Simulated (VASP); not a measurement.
Runs of VASP 6.6.1 on Si7RuO16 (a cell with a defect). The cell holds a defect, 24 atoms: a = 8.726 Å, b = 8.726 Å, c = 7.186 Å, α = 65.69°, β = 65.69°, γ = 48.63°. 

```csv
level,potentials or basis,k mesh,cutoff (eV),smearing,gap on the mesh (eV),pressure (GPa),largest force (eV/Å)
LDA,"VASP PAW LDA potentials, release 64 (Si, Ru_pv, O)","1 × 1 × 1, shifted",520,fermi-dirac 0.01 eV,(b),-5.1,0.51
r2SCAN,"VASP PAW PBE potentials, release 64 (Si, Ru_pv, O)","1 × 1 × 1, shifted",580,fermi-dirac 0.01 eV,1.31,-3.8,0.37
PBE,"VASP PAW PBE potentials, release 64 (Si, Ru_pv, O)","1 × 1 × 1, shifted",520,gaussian 0.01 eV,(a),0.6,0.04
PBE,"VASP PAW PBE potentials, release 64 (Si, Ru_pv, O)",1 × 1 × 1,520,fermi-dirac 0.01 eV,-,0.6,0.06
```

Alike in all rows: task single point; no spin polarisation; cell as given.

Fill in the values left out.

(a) 0.93; (b) 0.77.

Caveats: some runs use coarse meshes; semilocal functionals underestimate gaps, and a narrow one can read as zero (at least some runs); the PAW data sets were made with another functional, which shifts forces and pressure a little (at least some runs).

A k mesh can miss the band edges, and the runs leave out spin-orbit coupling on Ru.
